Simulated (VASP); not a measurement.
# NaAg (NaTl type) (Fd-3m) in VASP: a series of runs

The runs below take NaAg (NaTl type) through single point, relaxation of cell and atoms, with PBEsol.

Program: VASP 6.6.1. These are calculated values, not measurements. Logs are shortened: lines on timing, memory, paths and dates and some standing lists are left out, and cuts for length are marked.

## (1) The cell of the first run

The structure is cubic, space group Fd-3m (No. 227). The conventional cell has a = 6.883 Å, b = 6.883 Å, c = 6.883 Å, α = 90.00°, β = 90.00°, γ = 90.00°. Na (site symmetry -43m) has 4 Na at 2.98 Å and 10 Ag at 2.98 to 3.44 Å within 3.9 Å. Ag (site symmetry -43m) has 10 Na at 2.98 to 3.44 Å and 4 Ag at 2.98 Å within 3.9 Å.

## (2) Single point, PBEsol

INCAR

```
SYSTEM = NaAg
PREC = Accurate ; ENCUT = 520
EDIFF = 1E-6 ; ISMEAR = -1
SIGMA = 0.05 ; LREAL = .False.
LASPH = .True. ; NELM = 60
ALGO = Normal ; ISIF = 2
LWAVE = .False. ; LCHARG = .False.
GGA = PS ; NBANDS = 26
```

KPOINTS

```
regular mesh
0
Gamma
  9 9 9
  0 0 0
```

POSCAR

```
NaAg
1.0
    0.0000000000      3.4413340854      3.4413340854
    3.4413340854      0.0000000000      3.4413340854
    3.4413340854      3.4413340854      0.0000000000
Na Ag
2 2
Direct
    0.1250000000      0.1250000000      0.1250000000
   -0.1250000000     -0.1250000000     -0.1250000000
    0.3750000000      0.3750000000      0.3750000000
   -0.3750000000     -0.3750000000     -0.3750000000
```

Potentials or basis: VASP PAW PBE potentials, release 64 (Na_pv, Ag).

The run is started by

```sh
cat potpaw_PBE.64/Na_pv/POTCAR potpaw_PBE.64/Ag/POTCAR > POTCAR
mpirun -np 1 vasp_std > vasp.out
```

OUTCAR:

```text
SYSTEM = NaAg
   PREC = Accurate
   ENCUT = 520
   EDIFF = 1E-6
   ISMEAR = -1
   LREAL = .False.
   LASPH = .True.
   NELM = 60
   ISIF = 2
   GGA = PS

 ion  position               nearest neighbor table
   1  0.125  0.125  0.125-   3 2.98   3 2.98   3 2.98   3 2.98
   2  0.875  0.875  0.875-   4 2.98   4 2.98   4 2.98   4 2.98
   3  0.375  0.375  0.375-   1 2.98   1 2.98   1 2.98   1 2.98   4 2.98   4 2.98   4 2.98   4 2.98

   4  0.625  0.625  0.625-   3 2.98   3 2.98   3 2.98   2 2.98   3 2.98   2 2.98   2 2.98   2 2.98

  LATTYP: Found a face centered cubic cell.
 ALAT       =     6.8826681708

  Lattice vectors:

 A1 = (   0.0000000000,   3.4413340854,   3.4413340854)
 A2 = (   3.4413340854,   0.0000000000,   3.4413340854)
 A3 = (   3.4413340854,   3.4413340854,   0.0000000000)

Analysis of symmetry for initial positions (statically):
=====================================================================
 Subroutine PRICEL returns:
 Original cell was already a primitive cell.

 Routine SETGRP: Setting up the symmetry group for a
 face centered cubic supercell.

 Subroutine GETGRP returns: Found 48 space group operations
 (whereof 12 operations were pure point group operations)
 out of a pool of 48 trial point group operations.

The static configuration has the point symmetry D_3d.
 The point group associated with its full space group is O_h .

Analysis of symmetry for dynamics (positions and initial velocities):
=====================================================================
 Subroutine PRICEL returns:
 Original cell was already a primitive cell.

 Routine SETGRP: Setting up the symmetry group for a
 face centered cubic supercell.

 Subroutine GETGRP returns: Found 48 space group operations
 (whereof 12 operations were pure point group operations)
 out of a pool of 48 trial point group operations.

The dynamic configuration has the point symmetry D_3d.
 The point group associated with its full space group is O_h .

 Subroutine INISYM returns: Found 48 space group operations
 (whereof 12 operations are pure point group operations),
 and found     1 'primitive' translations

----------------------------------------------------------------------------------------

                                     Primitive cell

  volume of cell :      81.5099

[... 89 lines left out ...]
   LASPH  =      T    aspherical Exc in radial PAW
   ENCUT  =  520.0 eV  38.22 Ry    6.18 a.u.   9.05  9.05  9.05*2*pi/ulx,y,z
   NELM   =     60;   NELMIN=  2; NELMDL= -5     # of ELM steps
   EDIFF  = 0.1E-05   stopping-criterion for ELM
   LREAL  =      F    real-space projection
   EDIFFG = 0.1E-04   stopping-criterion for IOM
   NSW    =      0    number of steps for IOM
   IBRION =     -1    ionic relax: 0-MD 1-quasi-New 2-CG
   NFREE  =      0    steps in history (QN), initial steepest desc. (CG)
   ISIF   =      2    stress and relaxation
   ISYM   =      2    0-nonsym 1-usesym 2-fastsym
   POTIM  = 0.5000    time-step for ionic-motion
   TEBEG  =    0.0;   TEEND  =   0.0 temperature during run
   PSTRESS=    0.0 pullay stress
   NELECT =      36.0000    total number of electrons
   NUPDOWN=      -1.0000    fix difference up-down
   EMIN   =  10.00;   EMAX   =-10.00  energy-range for DOS
   EFERMI =   0.00;   METHOD = LEGACY
   ISMEAR =    -1;   SIGMA  =   0.05  broadening in eV -4-tet -1-fermi 0-gaus
   EFERMI_NEDOS =   21; number of points for ismear=-14 and -15
   IALGO  =     38    algorithm
   IMIX   =      4    mixing-type and parameters
     AMIX     =   0.40;   BMIX     =  1.00
     AMIX_MAG =   1.60;   BMIX_MAG =  1.00
  volume/ion in A,a.u.               =      20.38       137.51
  Fermi-wavevector in a.u.,A,eV,Ry     =   1.246729  2.355977 21.147997  1.554334
  Thomas-Fermi vector in A             =   2.380894
   LORBIT       =      0    0 simple, 1 ext, 2 COOP (PROOUT), +10 PAW based schemes
   GGA     = PS    functional components
   LHFCALC =     F    Hartree Fock is set to
   AEXX    =    0.0000 exact exchange contribution
   IVDW    =     0    specifies the selected vdW correction
   LEPSILON=     F    determine dielectric tensor
   LRPA    =     F    only Hartree local field effects (RPA)
 non-spin polarized calculation
  energy-cutoff  :      520.00
  volume of cell :       81.51
 maximum number of plane-waves:      2218
   NGX = 19   NGY = 19   NGZ = 19

 number of electron      35.9999998 magnetization

 Free energy of the ion-electron system (eV)
  ---------------------------------------------------
  ext. energy  EPLUGINS =         0.00000000
  ---------------------------------------------------
  free energy    TOTEN  =        -9.25294595 eV

  energy without entropy =       -9.24601971  energy(sigma->0) =       -9.24948283

 E-fermi :   4.2112     XC(G=0):  -9.8108

 val. band max:        4.2082680661   @ k =  -0.2222   0.2222   0.0000
 cond. band min:       4.3641306289   @ k =  -0.4444   0.3333   0.1111
 fundamental gap:      0.1558625628
 Fermi energy:         4.2112201815

 k-point     1 :       0.0000    0.0000    0.0000
  band No.  band energies     occupation
      1     -19.9626      2.00000
      2     -19.9626      2.00000
      3     -19.9626      2.00000
      4     -19.8819      2.00000
      5     -19.8819      2.00000
      6     -19.8819      2.00000
[... 685 lines left out ...]
     25      14.6880      0.00000
     26      15.1580      0.00000

 [... further k-points ...]

------------------------ aborting loop because EDIFF is reached ----------------------------------------

  FORCE on cell =-STRESS in cart. coord.  units (eV):
  Direction    XX          YY          ZZ          XY          YZ          ZX
  --------------------------------------------------------------------------------------
  -------------------------------------------------------------------------------------
  Total        0.0028422      0.0028422      0.0028422     -0.0000000     -0.0000000      0.0000000
  in kB        0.0558675      0.0558675      0.0558675     -0.0000000     -0.0000000      0.0000000
  external PRESSURE =       0.0558675 kB  Pullay stress =       0.0000000 kB

 VOLUME and BASIS-vectors are now :
 -----------------------------------------------------------------------------
  energy-cutoff  :      520.00
  volume of cell :       81.51
      direct lattice vectors                 reciprocal lattice vectors
     0.000000000  3.441334085  3.441334085    -0.145292491  0.145292491  0.145292491
     3.441334085  0.000000000  3.441334085     0.145292491 -0.145292491  0.145292491
     3.441334085  3.441334085  0.000000000     0.145292491  0.145292491 -0.145292491

 POSITION                                       TOTAL-FORCE (eV/Angst)
 -----------------------------------------------------------------------------------
      0.86033      0.86033      0.86033        -0.000000     -0.000000     -0.000000
      6.02233      6.02233      6.02233         0.000000      0.000000      0.000000
      2.58100      2.58100      2.58100        -0.000000     -0.000000     -0.000000
      4.30167      4.30167      4.30167        -0.000000     -0.000000     -0.000000
 -----------------------------------------------------------------------------------
    total drift:                               -0.000000      0.000000      0.000000

  FREE ENERGIE OF THE ION-ELECTRON SYSTEM (eV)
  ---------------------------------------------------
  free  energy   TOTEN  =        -9.2529459492 eV

  energy  without entropy=       -9.2460197105  energy(sigma->0) =       -9.24948283
```

stdout:

```text
POSCAR found type information on POSCAR NaAg
 POSCAR found :  2 types and       4 ions
 scaLAPACK will be used
 -----------------------------------------------------------------------------
|                                                                             |
|                                                                             |
|     You enforced a specific xc type in the INCAR file but a different       |
|     I HOPE YOU KNOW WHAT YOU ARE DOING!                                     |
|                                                                             |
 -----------------------------------------------------------------------------

 LDA part: xc-table for (Slater+PW92), standard interpolation
 POSCAR, INCAR and KPOINTS ok, starting setup
 FFT: planning ... GRIDC
 FFT: planning ... GRID_SOFT
 FFT: planning ... GRID
 WAVECAR not read
 entering main loop
```

It took 24 s on 1 thread of Intel Xeon 6975P-C (Granite Rapids), shared host; peak memory 0.23 GiB.

Results:

```yaml
Free_energy: -9.2529 eV
Pressure: 0.0 GPa
Band_gap_on_the_k_mesh: zero (bands 18 and 19 overlap by 5.12 eV)
```

Levels at points of the mesh, in eV from the Fermi level:
```tsv
k point	band 16	band 17	band 18	band 19	band 20	band 21
(0.00, 0.00, 0.00)	-3.71	-3.71	4.45	4.45	4.45	4.87
```

Caveat: the PAW data sets were made with another functional, which shifts forces and pressure a little.

(Part 1 of 2 ends here.)

The gap in the log of VASP goes by the Fermi energy; the results here count the filled bands.